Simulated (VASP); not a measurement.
Write the native input for VASP 6.6.1 that does the following.

* Task: relaxation of cell and atoms
* Functional: PBE
* Potentials or basis: VASP PAW PBE potentials, release 64 (Ru_pv, C)
* Cutoff: 600 eV
* k mesh: 16 × 16 × 16
* Occupations: gaussian, width 0.1 eV
* Spin: no spin polarisation
* Dipole correction: no
* Further INCAR settings: ALGO = Normal; EDIFF = 1e-06; IBRION = 2; EDIFFG = -0.01; NSW = 100; ISIF = 3

The structure of Ru2C lies in POSCAR:

```
Ru2C
1.0
    0.0000000000      2.5992113229      2.5992113229
    2.5992113229      0.0000000000      2.5992113229
    2.5992113229      2.5992113229      0.0000000000
Ru C
2 1
Direct
    0.2500000000      0.2500000000      0.2500000000
    0.7500000000      0.7500000000      0.7500000000
    0.0000000000      0.0000000000      0.0000000000
```

The input as run:

INCAR

```
SYSTEM = Ru2C
PREC = Accurate ; ENCUT = 600
EDIFF = 1E-6 ; ISMEAR = 0
SIGMA = 0.1 ; LREAL = .False.
LASPH = .True. ; NELM = 100
ALGO = Normal ; ISIF = 3
LWAVE = .False. ; LCHARG = .False.
GGA = PE ; IBRION = 2
NSW = 100 ; EDIFFG = -0.01
```

KPOINTS

```
Automatic mesh
0
Gamma
  16 16 16
  0 0 0
```

Potentials or basis: VASP PAW PBE potentials, release 64 (Ru_pv, C).

The run is started by

```sh
$ cat potpaw_PBE.64/Ru_pv/POTCAR potpaw_PBE.64/C/POTCAR > POTCAR
$ mpirun -np 1 vasp_std > vasp.out
```

It gave:

| Quantity | Value |
| --- | --- |
| Relaxed volume | 11.70 Å³/atom |
| Relaxed cell | a = 3.675 Å, b = 3.675 Å, c = 3.675 Å, α = 60.00°, β = 60.00°, γ = 60.00° |
| Space group after relaxing (to 0.05 Å) | Fm-3m (No. 225) |
| Energy gained by relaxing | 0.0 meV/atom |
| Ionic steps | 3 |
| Pressure after relaxing | 0.0 GPa |
| Band gap on the k mesh | zero (band 16 reaches 13.07 eV, above the bottom of band 17 at 9.93 eV) |

It took 3.7 min on 1 thread of Intel Xeon 6975P-C, with other jobs on the host, peak memory 0.26 GiB.
